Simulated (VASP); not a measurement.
# HfZr3S8 (P-3m1) in VASP: single point with r2SCAN

Aim: the single point of HfZr3S8 with r2SCAN.

Everything below comes from runs of VASP 6.6.1. Logs are shortened: lines on timing, memory, paths and dates and some standing lists are left out, and cuts for length are marked.

## 1. The cell of the first run

It takes space group P-3m1 (No. 164, trigonal). Conventional cell: a = 3.676 Å, b = 3.676 Å, c = 27.141 Å, α = 90.00°, β = 90.00°, γ = 120.00°. Zr (site symmetry -3m) has 6 S at 2.57 Å within 3.4 Å. Zr (site symmetry 3m) has 6 S at 2.57 Å within 3.4 Å. Within 3.4 Å of Hf (site symmetry -3m) lie 6 S at 2.56 Å. S (site symmetry 3m) has 3 Zr at 2.57 Å within 3.4 Å. S (site symmetry 3m) has 3 Hf at 2.56 Å within 3.4 Å. S (site symmetry 3m) has 3 Zr at 2.57 Å within 3.4 Å. Within 3.4 Å of S (site symmetry 3m) lie 3 Zr at 2.57 Å.

## 2. Single point, r2SCAN

POSCAR reads:

```
HfZr3S8
1.0
    3.6763384222      0.0000000000      0.0000000000
   -1.8381692111      3.1838024665      0.0000000000
    0.0000000000      0.0000000000     27.1413396585
Zr Hf S
3 1 8
Direct
    0.0000000000      0.0000000000      0.0000000000
    0.0000000000      0.0000000000      0.2491991678
    0.0000000000      0.0000000000      0.7508008322
    0.0000000000      0.0000000000      0.5000000000
    0.6666666667      0.3333333333      0.1956677651
    0.6666666667      0.3333333333      0.4471063801
    0.6666666667      0.3333333333      0.6972697862
    0.6666666667      0.3333333333      0.9464687197
    0.3333333333      0.6666666667      0.0535312803
    0.3333333333      0.6666666667      0.3027302138
    0.3333333333      0.6666666667      0.5528936199
    0.3333333333      0.6666666667      0.8043322349
```

INCAR.step1 reads:

```
SYSTEM = HfZr3S8
ALGO = Normal
EDIFF = 1E-4
ENCUT = 520
GGA = PE
ISMEAR = 0
LASPH = .TRUE.
LCHARG = .FALSE.
LREAL = .FALSE.
LWAVE = .TRUE.
NBANDS = 59
NELM = 60
PREC = Accurate
SIGMA = 0.02
```

INCAR.step2 reads:

```
SYSTEM = HfZr3S8
ALGO = Normal
EDIFF = 1E-7
ENCUT = 520
ISIF = 2
ISMEAR = 0
ISTART = 1
LASPH = .TRUE.
LCHARG = .FALSE.
LMIXTAU = .TRUE.
LREAL = .FALSE.
LWAVE = .FALSE.
METAGGA = R2SCAN
NBANDS = 59
NELM = 60
PREC = Accurate
SIGMA = 0.02
```

KPOINTS reads:

```
k-points
0
G
  12 12 1
  0 0 0
```

Potentials or basis: VASP PAW PBE potentials, release 64 (Zr_sv, Hf_pv, S).

Command:

```console
$ cat potpaw_PBE.64/Zr_sv/POTCAR potpaw_PBE.64/Hf_pv/POTCAR potpaw_PBE.64/S/POTCAR > POTCAR
$ cp INCAR.step1 INCAR
$ mpirun -np 1 vasp_std > vasp.out
$ cp INCAR.step2 INCAR
$ mpirun -np 1 vasp_std > vasp.out
```

OUTCAR:

```text
SYSTEM = HfZr3S8
   EDIFF = 1E-7
   ENCUT = 520
   ISIF = 2
   ISMEAR = 0
   ISTART = 1
   LASPH = .TRUE.
   LREAL = .FALSE.
   METAGGA = R2SCAN
   NELM = 60
   PREC = Accurate

 ion  position               nearest neighbor table
   1  0.000  0.000  0.000-   8 2.57   9 2.57   9 2.57   8 2.57   8 2.57   9 2.57
   2  0.000  0.000  0.249-  10 2.57  10 2.57  10 2.57   5 2.57   5 2.57   5 2.57
   3  0.000  0.000  0.751-   7 2.57   7 2.57   7 2.57  12 2.57  12 2.57  12 2.57
   4  0.000  0.000  0.500-   6 2.56  11 2.56  11 2.56   6 2.56   6 2.56  11 2.56
   5  0.667  0.333  0.196-   2 2.57   2 2.57   2 2.57
   6  0.667  0.333  0.447-   4 2.56   4 2.56   4 2.56
   7  0.667  0.333  0.697-   3 2.57   3 2.57   3 2.57
   8  0.667  0.333  0.946-   1 2.57   1 2.57   1 2.57
   9  0.333  0.667  0.054-   1 2.57   1 2.57   1 2.57
  10  0.333  0.667  0.303-   2 2.57   2 2.57   2 2.57
  11  0.333  0.667  0.553-   4 2.56   4 2.56   4 2.56
  12  0.333  0.667  0.804-   3 2.57   3 2.57   3 2.57

  LATTYP: Found a hexagonal cell.
 ALAT       =     3.6763384222
 C/A-ratio  =     7.3827097893

  Lattice vectors:

 A1 = (   3.6763384222,   0.0000000000,   0.0000000000)
 A2 = (  -1.8381692111,   3.1838024665,   0.0000000000)
 A3 = (   0.0000000000,   0.0000000000,  27.1413396585)

Analysis of symmetry for initial positions (statically):
=====================================================================
 Subroutine PRICEL returns:
 Original cell was already a primitive cell.

 Routine SETGRP: Setting up the symmetry group for a
 hexagonal supercell.

 Subroutine GETGRP returns: Found 12 space group operations
 (whereof 12 operations were pure point group operations)
 out of a pool of 24 trial point group operations.

The static configuration has the point symmetry D_3d.

Analysis of symmetry for dynamics (positions and initial velocities):
=====================================================================
 Subroutine PRICEL returns:
 Original cell was already a primitive cell.

 Routine SETGRP: Setting up the symmetry group for a
 hexagonal supercell.

 Subroutine GETGRP returns: Found 12 space group operations
 (whereof 12 operations were pure point group operations)
 out of a pool of 24 trial point group operations.

The dynamic configuration has the point symmetry D_3d.

 Subroutine INISYM returns: Found 12 space group operations
 (whereof 12 operations are pure point group operations),
 and found     1 'primitive' translations

----------------------------------------------------------------------------------------

                                     Primitive cell

  volume of cell :     317.6822

  direct lattice vectors                    reciprocal lattice vectors
     3.676338422  0.000000000  0.000000000     0.272009779  0.157044919  0.000000000
    -1.838169211  3.183802466  0.000000000     0.000000000  0.314089838  0.000000000
     0.000000000  0.000000000 27.141339659     0.000000000  0.000000000  0.036844165

  length of vectors
     3.676338422  3.676338422 27.141339659     0.314089838  0.314089838  0.036844165

  position of ions in fractional coordinates (direct lattice)
     0.000000000  0.000000000  0.000000000
     0.000000000  0.000000000  0.249199168
     0.000000000  0.000000000  0.750800832
     0.000000000  0.000000000  0.500000000
     0.666666667  0.333333333  0.195667765
     0.666666667  0.333333333  0.447106380
     0.666666667  0.333333333  0.697269786
     0.666666667  0.333333333  0.946468720
     0.333333333  0.666666667  0.053531280
     0.333333333  0.666666667  0.302730214
     0.333333333  0.666666667  0.552893620
     0.333333333  0.666666667  0.804332235

  ion indices of the primitive-cell ions
   primitive index   ion index
                 1           1
                 2           2
                 3           3
                 4           4
                 5           5
                 6           6
                 7           7
                 8           8
                 9           9
                10          10
                11          11
                12          12

----------------------------------------------------------------------------------------

 KPOINTS: k-points

Automatic generation of k-mesh.
 Grid dimensions read from file:
 generate k-points for:   12   12    1

 Generating k-lattice:

  Cartesian coordinates                     Fractional coordinates (reciprocal lattice)
     0.022667482  0.013087077  0.000000000     0.083333333  0.000000000  0.000000000
     0.000000000  0.026174153  0.000000000     0.000000000  0.083333333  0.000000000
     0.000000000  0.000000000  0.036844165     0.000000000  0.000000000  1.000000000

  Length of vectors
     0.026174153  0.026174153  0.036844165

  Shift w.r.t. Gamma in fractional coordinates (k-lattice)
     0.000000000  0.000000000  0.000000000

 Subroutine IBZKPT returns following result:
 ===========================================

 Found     19 irreducible k-points:

 Following reciprocal coordinates:
            Coordinates               Weight
  0.000000  0.000000  0.000000      1.000000
  0.083333 -0.000000  0.000000      6.000000
  0.166667 -0.000000  0.000000      6.000000
  0.250000 -0.000000  0.000000      6.000000
  0.333333  0.000000  0.000000      6.000000
  0.416667 -0.000000  0.000000      6.000000
[... 11 lines left out ...]
  0.333333  0.250000  0.000000     12.000000
  0.333333  0.333333  0.000000      2.000000
   k-points           NKPTS =     19   k-points in BZ     NKDIM =     19   number of bands    NBANDS=     59
   number of dos      NEDOS =    301   number of ions     NIONS =     12
   total plane-waves  NPLWV = 164640
   dimension x,y,z NGX =    28 NGY =   28 NGZ =  210
   dimension x,y,z NGXF=    56 NGYF=   56 NGZF=  420
   ions per type =               3   1   8
   NGX,Y,Z   is equivalent  to a cutoff of  12.66, 12.66, 12.86 a.u.
   NGXF,Y,Z  is equivalent  to a cutoff of  25.32, 25.32, 25.73 a.u.
 SYSTEM =  HfZr3S8
   PREC   = accura    normal or accurate (medium, high low for compatibility)
   ISTART =      1    job   : 0-new  1-cont  2-samecut
   ICHARG =      0    charge: 1-file 2-atom 10-const
   ISPIN  =      1    spin polarized calculation?
   LNONCOLLINEAR =      F non collinear calculations
   LSORBIT =      F    spin-orbit coupling
   LASPH  =      T    aspherical Exc in radial PAW
   ENCUT  =  520.0 eV  38.22 Ry    6.18 a.u.   6.84  6.84 50.46*2*pi/ulx,y,z
   NELM   =     60;   NELMIN=  2; NELMDL=  0     # of ELM steps
   EDIFF  = 0.1E-06   stopping-criterion for ELM
   LREAL  =      F    real-space projection
   EDIFFG = 0.1E-05   stopping-criterion for IOM
   NSW    =      0    number of steps for IOM
   IBRION =     -1    ionic relax: 0-MD 1-quasi-New 2-CG
   NFREE  =      0    steps in history (QN), initial steepest desc. (CG)
   ISIF   =      2    stress and relaxation
   ISYM   =      2    0-nonsym 1-usesym 2-fastsym
   POTIM  = 0.5000    time-step for ionic-motion
   TEBEG  =    0.0;   TEEND  =   0.0 temperature during run
   PSTRESS=    0.0 pullay stress
   NELECT =      94.0000    total number of electrons
   NUPDOWN=      -1.0000    fix difference up-down
   EMIN   =  10.00;   EMAX   =-10.00  energy-range for DOS
   EFERMI =   0.00;   METHOD = LEGACY
   ISMEAR =     0;   SIGMA  =   0.02  broadening in eV -4-tet -1-fermi 0-gaus
   EFERMI_NEDOS =   21; number of points for ismear=-14 and -15
   IALGO  =     38    algorithm
   IMIX   =      4    mixing-type and parameters
     AMIX     =   0.40;   BMIX     =  1.00
     AMIX_MAG =   1.60;   BMIX_MAG =  1.00
  volume/ion in A,a.u.               =      26.47       178.65
  Fermi-wavevector in a.u.,A,eV,Ry     =   1.090904  2.061509 16.191903  1.190071
  Thomas-Fermi vector in A             =   2.227138
   LORBIT       =      0    0 simple, 1 ext, 2 COOP (PROOUT), +10 PAW based schemes
   METAGGA = R2SCAN    functional components
   LHFCALC =     F    Hartree Fock is set to
   AEXX    =    0.0000 exact exchange contribution
   IVDW    =     0    specifies the selected vdW correction
   LEPSILON=     F    determine dielectric tensor
   LRPA    =     F    only Hartree local field effects (RPA)
 non-spin polarized calculation
 Gauss-broadening in eV      SIGMA  =   0.02
  energy-cutoff  :      520.00
  volume of cell :      317.68
 maximum number of plane-waves:      8584
 NGX is ok and might be reduce to    28
   NGX = 13   NGY = 13   NGZ =101

 number of electron      94.0000001 magnetization

 Free energy of the ion-electron system (eV)
  ---------------------------------------------------
  ext. energy  EPLUGINS =         0.00000000
  ---------------------------------------------------
  free energy    TOTEN  =      -199.02784530 eV

  energy without entropy =     -199.02784530  energy(sigma->0) =     -199.02784530

 E-fermi :   2.4677     XC(G=0):  -9.1094

 val. band max:        2.3685999190   @ k =   0.0000   0.0000   0.0000
 cond. band min:       3.8168199716   @ k =   0.5000  -0.0000   0.0000
 fundamental gap:      1.4482200527
 Fermi energy:         2.4676637309

 k-point     1 :       0.0000    0.0000    0.0000
  band No.  band energies     occupation
      1     -48.1721      2.00000
      2     -48.1721      2.00000
      3     -48.1719      2.00000
      4     -29.4498      2.00000
      5     -29.3426      2.00000
      6     -29.3426      2.00000
[... 51 lines left out ...]
     58       5.4818      0.00000
     59       5.6896      0.00000

 k-point     2 :       0.0833   -0.0000    0.0000
  band No.  band energies     occupation
      1     -48.1708      2.00000
      2     -48.1708      2.00000
      3     -48.1706      2.00000
      4     -29.4476      2.00000
      5     -29.3541      2.00000
      6     -29.3452      2.00000
[... 1043 lines left out ...]
     58       6.2450      0.00000
     59       6.6165      0.00000

 k-point    19 :       0.3333    0.3333    0.0000
  band No.  band energies     occupation
      1     -48.1503      2.00000
      2     -48.1503      2.00000
      3     -48.1501      2.00000
      4     -29.4591      2.00000
      5     -29.4591      2.00000
      6     -29.4118      2.00000
[... 51 lines left out ...]
     58       6.3939      0.00000
     59       6.3939      0.00000

------------------------ aborting loop because EDIFF is reached ----------------------------------------

  FORCE on cell =-STRESS in cart. coord.  units (eV):
  Direction    XX          YY          ZZ          XY          YZ          ZX
  --------------------------------------------------------------------------------------
  -------------------------------------------------------------------------------------
  Total       -0.9758449     -0.9758449     -2.5531453      0.0000000     -0.0000000      0.0000000
  in kB       -4.9215116     -4.9215116    -12.8763639      0.0000000     -0.0000000      0.0000000
  external PRESSURE =      -7.5731290 kB  Pullay stress =       0.0000000 kB

 VOLUME and BASIS-vectors are now :
 -----------------------------------------------------------------------------
  energy-cutoff  :      520.00
  volume of cell :      317.68
      direct lattice vectors                 reciprocal lattice vectors
     3.676338422  0.000000000  0.000000000     0.272009779  0.157044919  0.000000000
    -1.838169211  3.183802466  0.000000000     0.000000000  0.314089838  0.000000000
     0.000000000  0.000000000 27.141339659     0.000000000  0.000000000  0.036844165

 POSITION                                       TOTAL-FORCE (eV/Angst)
 -----------------------------------------------------------------------------------
      0.00000      0.00000      0.00000        -0.000000      0.000000      0.000000
      0.00000      0.00000      6.76360        -0.000000      0.000000     -0.000383
      0.00000      0.00000     20.37774        -0.000000      0.000000      0.000383
      0.00000      0.00000     13.57067        -0.000000      0.000000      0.000000
      1.83817      1.06127      5.31069         0.000000     -0.000000      0.083479
      1.83817      1.06127     12.13507        -0.000000      0.000000      0.250974
      1.83817      1.06127     18.92484         0.000000     -0.000000      0.085535
      1.83817      1.06127     25.68843         0.000000      0.000000      0.083342
     -0.00000      2.12253      1.45291        -0.000000      0.000000     -0.083342
     -0.00000      2.12253      8.21650        -0.000000      0.000000     -0.085535
     -0.00000      2.12253     15.00627         0.000000      0.000000     -0.250974
     -0.00000      2.12253     21.83065        -0.000000      0.000000     -0.083479
 -----------------------------------------------------------------------------------
    total drift:                                0.000000     -0.000000      0.000000

  FREE ENERGIE OF THE ION-ELECTRON SYSTEM (eV)
  ---------------------------------------------------
  free  energy   TOTEN  =      -199.0278453014 eV

  energy  without entropy=     -199.0278453014  energy(sigma->0) =     -199.02784530
```

Run time: 29 min. Hardware: 1 thread of Intel Xeon 6975P-C (Granite Rapids), shared host; peak memory 0.63 GiB.

Results:

```yaml
Free_energy: -199.0278 eV
Pressure: -0.8 GPa
Largest_force: 0.251 eV/Å
Band_gap_on_the_k_mesh: 1.45 eV (least direct gap 2.02 eV)
```

Forces on the atoms (eV/Å):
```
Zr   0.000  0.000  0.000
Zr   0.000  0.000  0.000
Zr   0.000  0.000  0.000
Hf   0.000  0.000  0.000
S    0.000  0.000  0.083
S    0.000  0.000  0.251
S    0.000  0.000  0.086
S    0.000  0.000  0.083
S    0.000  0.000 -0.083
S    0.000  0.000 -0.086
S    0.000  0.000 -0.251
S    0.000  0.000 -0.083
```

Caveat: the PAW data sets were made with another functional, which shifts forces and pressure a little; spin-orbit coupling is left out, which moves the levels of the heavy elements.
